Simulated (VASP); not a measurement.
Set up this calculation in VASP 6.6.1, as the native input.

- Task: single point
- Functional: r2SCAN
- Potentials or basis: VASP PAW PBE potentials, release 64 (Zn, S)
- Cutoff: 520 eV
- k mesh: 12 × 12 × 4
- Occupations: gaussian, width 0.05 eV
- Spin: no spin polarisation
- Dipole correction: no
- Further INCAR settings: ALGO = Normal; EDIFF = 1e-06; NBANDS = 26

ZnS:

```xyz
4
Lattice="4.1053 0.0000 0.0000 -2.0526 3.5553 0.0000 0.0000 0.0000 5.3723" Properties=species:S:1:pos:R:3 pbc="T T T"
Zn    0.0000    2.3702    0.0000
Zn    2.0526    1.1851    2.6861
S     0.0000    2.3702    2.0683
S     2.0526    1.1851    4.7545
```

This cell differs from its parent crystal: ratio of the length along z to the lengths across it x 0.8, volume and fractional coordinates fixed.

One way to write it, as run:

POSCAR

```
ZnS
1.0
    4.1052739893      0.0000000000      0.0000000000
   -2.0526369947      3.5552715643      0.0000000000
    0.0000000000      0.0000000000      5.3722983431
Zn S
2 2
Direct
    0.3333333333      0.6666666667      0.0000000000
    0.6666666667      0.3333333333      0.5000000000
    0.3333333333      0.6666666667      0.3850000000
    0.6666666667      0.3333333333      0.8850000000
```

INCAR.step1

```
PREC = Accurate
ENCUT = 520
ISMEAR = 0
SIGMA = 0.05
LREAL = False
LASPH = True
NELM = 100
NBANDS = 26
GGA = PE
ALGO = Normal
EDIFF = 1E-4
LWAVE = True
LCHARG = False
```

INCAR.step2

```
PREC = Accurate
ENCUT = 520
EDIFF = 1E-6
ISMEAR = 0
SIGMA = 0.05
LREAL = False
LASPH = True
NELM = 100
ALGO = Normal
ISIF = 2
LWAVE = False
LCHARG = False
METAGGA = R2SCAN
LMIXTAU = True
NBANDS = 26
ISTART = 1
```

KPOINTS

```
regular mesh
0
Gamma
  12 12 4
```

Potentials or basis: VASP PAW PBE potentials, release 64 (Zn, S).

Launch:

```sh
$ cat potpaw_PBE.64/Zn/POTCAR potpaw_PBE.64/S/POTCAR > POTCAR
$ cp INCAR.step1 INCAR
$ mpirun -np 1 vasp_std > vasp.out
$ cp INCAR.step2 INCAR
$ mpirun -np 1 vasp_std > vasp.out
```

It gave:

| Item | Value |
| --- | --- |
| Pressure | 5.8 GPa |
| Largest force | 2.484 eV/Å |
| Band gap on the k mesh | 1.94 eV |

Caveat: the cell stands under pressure; the PAW data sets were made with another functional, which shifts forces and pressure a little.

It took 3.3 min on 1 thread of AMD EPYC 9R45 96-Core Processor (Zen 5), with other jobs on the host, peak memory 0.23 GiB.
